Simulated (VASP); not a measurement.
# InGa2N3 (R-3m) in VASP: single point with PBE

Aim: the single point of InGa2N3 with PBE.

All numbers are computed with VASP 6.6.1; they aren't measurements. Logs are shortened: lines on timing, memory, paths and dates and some standing lists are left out, and cuts for length are marked.

## 1. The cell of the first run

Symmetry: R-3m, No. 166, trigonal system. The conventional cell has a = 5.224 Å, b = 5.224 Å, c = 13.072 Å, α = 90.00°, β = 90.00°, γ = 120.00°. In (site symmetry -3m) has 6 N at 2.65 Å and 6 Ga at 3.07 Å within 3.5 Å. Within 4.0 Å of Ga (site symmetry 3m) lie 9 N at 3.06 to 3.15 Å and 3 In at 3.07 Å and 4 Ga at 3.19 to 3.23 Å. Within 3.4 Å of N (site symmetry 2/m) lie 4 N at 2.61 Å and 2 In at 2.65 Å and 6 Ga at 3.06 to 3.15 Å.

## 2. Single point, PBE, collinear spin, ferromagnetic start

Input file INCAR:

```
  PREC = Accurate
  ENCUT = 520
  EDIFF = 1E-7
  ISMEAR = 0
  SIGMA = 0.1
  LREAL = F
  LASPH = T
  NELM = 150
  ALGO = Normal
  ISIF = 2
  LWAVE = F
  LCHARG = T
  ISPIN = 2
  MAGMOM = 0 0 0 1 1 1
  LORBIT = 11
  GGA = PE
  LELF = T
  LVHAR = T
  NBANDS = 40
```

Input file KPOINTS:

```
regular mesh
0
Gamma
  6 6 6
```

Input file POSCAR:

```
InGa2N3
1.0
    2.6122200900      1.5081659700      4.3572731600
   -2.6122200900      1.5081659700      4.3572731600
    0.0000000000     -3.0163319500      4.3572731600
In Ga N
1 2 3
Direct
    0.5000000000      0.5000000000      0.5000000000
    0.1222017900      0.1222017900      0.1222017900
    0.8777982100      0.8777982100      0.8777982100
    0.0000000000      0.5000000000      0.5000000000
    0.5000000000      0.0000000000      0.5000000000
    0.5000000000      0.5000000000      0.0000000000
```

Potentials or basis: VASP PAW PBE potentials, release 64 (In_d, Ga_d, N).

Command:

```
$ cat potpaw_PBE.64/In_d/POTCAR potpaw_PBE.64/Ga_d/POTCAR potpaw_PBE.64/N/POTCAR > POTCAR
$ mpirun -np 1 vasp_std > vasp.out
```

OUTCAR:

```text
PREC = Accurate
   ENCUT = 520
   EDIFF = 1E-7
   ISMEAR = 0
   LREAL = F
   LASPH = T
   NELM = 150
   ISIF = 2
   ISPIN = 2
   LORBIT = 11
   GGA = PE

 ion  position               nearest neighbor table
   1  0.500  0.500  0.500-   4 2.65   5 2.65   5 2.65   4 2.65   6 2.65   6 2.65   3 3.07   2 3.07
                             3 3.07   2 3.07   3 3.07   2 3.07
   2  0.122  0.122  0.122-   1 3.07   1 3.07   1 3.07
   3  0.878  0.878  0.878-   1 3.07   1 3.07   1 3.07
   4  0.000  0.500  0.500-   1 2.65   1 2.65
   5  0.500  0.000  0.500-   1 2.65   1 2.65
   6  0.500  0.500  0.000-   1 2.65   1 2.65

  LATTYP: Found a trigonal (rhomboedric) cell.
 ALAT       =     5.2994422143
 COS(alpha) =     0.5140526654

  Lattice vectors:

 A1 = (   2.6122200900,   1.5081659700,   4.3572731600)
 A2 = (  -2.6122200900,   1.5081659700,   4.3572731600)
 A3 = (   0.0000000000,  -3.0163319500,   4.3572731600)

Analysis of symmetry for initial positions (statically):
=====================================================================
 Subroutine PRICEL returns:
 Original cell was already a primitive cell.

 Routine SETGRP: Setting up the symmetry group for a
 trigonal (rhombohedral) supercell.

 Subroutine GETGRP returns: Found 12 space group operations
 (whereof 12 operations were pure point group operations)
 out of a pool of 12 trial point group operations.

The static configuration has the point symmetry D_3d.

Analysis of symmetry for dynamics (positions and initial velocities):
=====================================================================
 Subroutine PRICEL returns:
 Original cell was already a primitive cell.

 Routine SETGRP: Setting up the symmetry group for a
 trigonal (rhombohedral) supercell.

 Subroutine GETGRP returns: Found 12 space group operations
 (whereof 12 operations were pure point group operations)
 out of a pool of 12 trial point group operations.

The dynamic configuration has the point symmetry D_3d.

Analysis of structural, dynamic, and magnetic symmetry:
=====================================================================
 Subroutine PRICEL returns:
 Original cell was already a primitive cell.

 Routine SETGRP: Setting up the symmetry group for a
 trigonal (rhombohedral) supercell.

 Subroutine GETGRP returns: Found 12 space group operations
 (whereof 12 operations were pure point group operations)
 out of a pool of 12 trial point group operations.

The overall configuration has the point symmetry D_3d.

 Subroutine INISYM returns: Found 12 space group operations
 (whereof 12 operations are pure point group operations),
 and found     1 'primitive' translations

----------------------------------------------------------------------------------------

                                     Primitive cell

  volume of cell :     102.9971

  direct lattice vectors                    reciprocal lattice vectors
     2.612220090  1.508165970  4.357273160     0.191408068  0.110509499  0.076500445
    -2.612220090  1.508165970  4.357273160    -0.191408068  0.110509499  0.076500445
     0.000000000 -3.016331950  4.357273160     0.000000000 -0.221018999  0.076500444

  length of vectors
     5.299442214  5.299442214  5.299442218     0.233883980  0.233883980  0.233883979

  position of ions in fractional coordinates (direct lattice)
     0.500000000  0.500000000  0.500000000
     0.122201790  0.122201790  0.122201790
     0.877798210  0.877798210  0.877798210
     1.000000000  0.500000000  0.500000000
     0.500000000  1.000000000  0.500000000
     0.500000000  0.500000000  0.000000000

  ion indices of the primitive-cell ions
   primitive index   ion index
                 1           1
                 2           2
                 3           3
                 4           4
                 5           5
                 6           6

[... 28 lines left out ...]
  0.000000  0.000000  0.000000      1.000000
  0.166667  0.000000  0.000000      6.000000
  0.333333  0.000000  0.000000      6.000000
  0.500000  0.000000  0.000000      3.000000
  0.166667  0.166667  0.000000      6.000000
  0.333333  0.166667  0.000000     12.000000
[... 16 lines left out ...]
  0.500000  0.500000  0.166667      6.000000
 -0.333333  0.500000  0.166667     12.000000
 [... further k-points ...]
   k-points           NKPTS =     32   k-points in BZ     NKDIM =     32   number of bands    NBANDS=     40
   number of dos      NEDOS =    301   number of ions     NIONS =      6
   total plane-waves  NPLWV =  64000
   dimension x,y,z NGX =    40 NGY =   40 NGZ =   40
   dimension x,y,z NGXF=    80 NGYF=   80 NGZF=   80
   ions per type =               1   2   3
   NGX,Y,Z   is equivalent  to a cutoff of  12.55, 12.55, 12.55 a.u.
   NGXF,Y,Z  is equivalent  to a cutoff of  25.10, 25.10, 25.10 a.u.
 SYSTEM =  unknown system
   PREC   = accura    normal or accurate (medium, high low for compatibility)
   ISTART =      0    job   : 0-new  1-cont  2-samecut
   ICHARG =      2    charge: 1-file 2-atom 10-const
   ISPIN  =      2    spin polarized calculation?
   LNONCOLLINEAR =      F non collinear calculations
   LSORBIT =      F    spin-orbit coupling
   LASPH  =      T    aspherical Exc in radial PAW
   ENCUT  =  520.0 eV  38.22 Ry    6.18 a.u.   9.85  9.85  9.85*2*pi/ulx,y,z
   NELM   =    150;   NELMIN=  2; NELMDL= -5     # of ELM steps
   EDIFF  = 0.1E-06   stopping-criterion for ELM
   LREAL  =      F    real-space projection
   EDIFFG = 0.1E-05   stopping-criterion for IOM
   NSW    =      0    number of steps for IOM
   IBRION =     -1    ionic relax: 0-MD 1-quasi-New 2-CG
   NFREE  =      0    steps in history (QN), initial steepest desc. (CG)
   ISIF   =      2    stress and relaxation
   ISYM   =      2    0-nonsym 1-usesym 2-fastsym
   POTIM  = 0.5000    time-step for ionic-motion
   TEBEG  =    0.0;   TEEND  =   0.0 temperature during run
   PSTRESS=    0.0 pullay stress
   NELECT =      54.0000    total number of electrons
   NUPDOWN=      -1.0000    fix difference up-down
   EMIN   =  10.00;   EMAX   =-10.00  energy-range for DOS
   EFERMI =   0.00;   METHOD = LEGACY
   ISMEAR =     0;   SIGMA  =   0.10  broadening in eV -4-tet -1-fermi 0-gaus
   EFERMI_NEDOS =   21; number of points for ismear=-14 and -15
   IALGO  =     38    algorithm
   IMIX   =      4    mixing-type and parameters
     AMIX     =   0.40;   BMIX     =  1.00
     AMIX_MAG =   1.60;   BMIX_MAG =  1.00
  volume/ion in A,a.u.               =      17.17       115.84
  Fermi-wavevector in a.u.,A,eV,Ry     =   1.320072  2.494575 23.709394  1.742591
  Thomas-Fermi vector in A             =   2.449925
   LORBIT       =     11    0 simple, 1 ext, 2 COOP (PROOUT), +10 PAW based schemes
   GGA     = PE    functional components
   LHFCALC =     F    Hartree Fock is set to
   AEXX    =    0.0000 exact exchange contribution
   IVDW    =     0    specifies the selected vdW correction
   LEPSILON=     F    determine dielectric tensor
   LRPA    =     F    only Hartree local field effects (RPA)
 spin polarized calculation
 Gauss-broadening in eV      SIGMA  =   0.10
  energy-cutoff  :      520.00
  volume of cell :      103.00
 maximum number of plane-waves:      2806
   NGX = 19   NGY = 19   NGZ = 19

 number of electron      54.0000007 magnetization       0.5778149

 Free energy of the ion-electron system (eV)
  ---------------------------------------------------
  ext. energy  EPLUGINS =         0.00000000
  ---------------------------------------------------
  free energy    TOTEN  =       -21.73944568 eV

  energy without entropy =      -21.72447043  energy(sigma->0) =      -21.73195806

 E-fermi :   3.7379     XC(G=0): -10.2963

 val. band max:        3.7337788081   @ k =  -0.3333   0.3333   0.3333
 cond. band min:       3.7532564378   @ k =   0.5000   0.3333   0.1667
 fundamental gap:      0.0194776297
 Fermi energy:         3.7378683224

 spin component 1

 k-point     1 :       0.0000    0.0000    0.0000
  band No.  band energies     occupation
      1     -10.8928      1.00000
      2     -10.8928      1.00000
      3     -10.8807      1.00000
      4     -10.8500      1.00000
      5     -10.8500      1.00000
      6     -10.8288      1.00000
[... 997 lines left out ...]
     38      11.4987      0.00000
     39      12.2370      0.00000

 [... further k-points ...]

 spin component 2

 k-point     1 :       0.0000    0.0000    0.0000
  band No.  band energies     occupation
      1     -10.8890      1.00000
      2     -10.8890      1.00000
      3     -10.8713      1.00000
      4     -10.8494      1.00000
      5     -10.8494      1.00000
      6     -10.8286      1.00000
[... 997 lines left out ...]
     38      11.5266      0.00000
     39      12.2435      0.00000

 [... further k-points ...]

 [bands above 39 left out]

------------------------ aborting loop because EDIFF is reached ----------------------------------------

  FORCE on cell =-STRESS in cart. coord.  units (eV):
  Direction    XX          YY          ZZ          XY          YZ          ZX
  --------------------------------------------------------------------------------------
  -------------------------------------------------------------------------------------
  Total       -5.8344646     -5.8344646    -13.0746779      0.0000000      0.0000000      0.0000000
  in kB      -90.7583627    -90.7583628   -203.3839327      0.0000000      0.0000002      0.0000000
  external PRESSURE =    -128.3002194 kB  Pullay stress =       0.0000000 kB

 VOLUME and BASIS-vectors are now :
 -----------------------------------------------------------------------------
  energy-cutoff  :      520.00
  volume of cell :      103.00
      direct lattice vectors                 reciprocal lattice vectors
     2.612220090  1.508165970  4.357273160     0.191408068  0.110509499  0.076500445
    -2.612220090  1.508165970  4.357273160    -0.191408068  0.110509499  0.076500445
     0.000000000 -3.016331950  4.357273160     0.000000000 -0.221018999  0.076500444

 POSITION                                       TOTAL-FORCE (eV/Angst)
 -----------------------------------------------------------------------------------
      0.00000     -0.00000      6.53591         0.000000     -0.000000     -0.000000
      0.00000     -0.00000      1.59740        -0.000000      0.000000     -0.415597
      0.00000     -0.00000     11.47442        -0.000000     -0.000000      0.415597
     -1.30611     -0.75408      4.35727        -0.000000     -0.000000      0.000000
      1.30611     -0.75408      4.35727        -0.000000     -0.000000     -0.000000
      0.00000      1.50817      4.35727        -0.000000     -0.000000      0.000000
 -----------------------------------------------------------------------------------
    total drift:                               -0.000000     -0.000000      0.000000

  FREE ENERGIE OF THE ION-ELECTRON SYSTEM (eV)
  ---------------------------------------------------
  free  energy   TOTEN  =       -21.7394456822 eV

  energy  without entropy=      -21.7244704327  energy(sigma->0) =      -21.73195806

 total charge

# of ion       s       p       d       tot
------------------------------------------
    1        0.813   0.460   9.900  11.173
    2        1.149   0.279   9.942  11.370
    3        1.149   0.279   9.942  11.370
    4        1.367   1.948   0.000   3.315
    5        1.367   1.948   0.000   3.315
    6        1.367   1.948   0.000   3.315
--------------------------------------------------
tot          7.211   6.863  29.784  43.858

 magnetization (x)

# of ion       s       p       d       tot
------------------------------------------
    1       -0.000  -0.004  -0.001  -0.005
    2        0.006  -0.007   0.000  -0.001
    3        0.006  -0.007   0.000  -0.001
    4        0.005   0.140   0.000   0.145
    5        0.005   0.140   0.000   0.145
    6        0.005   0.140   0.000   0.145
--------------------------------------------------
tot          0.026   0.401   0.000   0.427
```

Wall time 5 min (1 thread of AMD EPYC 7R43 (Zen 3), shared host); peak memory 0.38 GiB.

Results:

```yaml
Free_energy: -21.7394 eV
Pressure: -12.8 GPa
Largest_force: 0.416 eV/Å
Net_moment: 0.58 μB per cell
Site_moments: In -0.01; Ga -0.00; N +0.14 μB
Valence_electrons_inside_the_program's_atomic_spheres: In 11.17; Ga 11.37; N 3.31
```

Forces on the atoms (eV/Å):
```
In   0.000  0.000  0.000
Ga   0.000  0.000 -0.416
Ga   0.000  0.000  0.416
N    0.000  0.000  0.000
N    0.000  0.000  0.000
N    0.000  0.000  0.000
```

Stress tensor (GPa, compression positive):
```
 -9.08   0.00   0.00
  0.00  -9.08   0.00
  0.00   0.00 -20.34
```

Levels at points of the mesh, in eV from the Fermi level:
Spin up:
| k point | band 24 | band 25 | band 26 | band 27 | band 28 | band 29 | band 30 | band 31 |
| --- | --- | --- | --- | --- | --- | --- | --- | --- |
| (0.00, 0.00, 0.00) | -1.60 | -1.60 | -1.60 | -1.09 | 0.75 | 1.22 | 1.22 | 1.39 |
| (0.50, 0.00, 0.00) | -2.78 | -1.41 | -0.81 | -0.76 | -0.43 | 0.03 | 1.29 | 1.82 |
| (0.50, 0.50, 0.00) | -1.40 | -0.78 | -0.65 | -0.49 | -0.32 | 0.77 | 1.12 | 1.35 |
| (0.50, 0.50, 0.50) | -0.87 | -0.87 | -0.62 | 0.78 | 1.25 | 1.25 | 1.45 | 1.45 |
Spin down:
```csv
k point,band 24,band 25,band 26,band 27,band 28,band 29,band 30,band 31
"(0.00, 0.00, 0.00)",-1.60,-1.40,-1.40,-1.09,1.21,1.21,1.31,1.63
"(0.50, 0.00, 0.00)",-2.72,-1.00,-0.60,-0.37,-0.12,0.11,1.57,1.95
"(0.50, 0.50, 0.00)",-1.29,-0.63,-0.25,-0.17,-0.12,1.01,1.21,1.67
"(0.50, 0.50, 0.50)",-0.73,-0.73,-0.50,1.25,1.25,1.33,1.70,1.70
```

Caveat: spin-orbit coupling is left out, which moves the levels of the heavy elements.
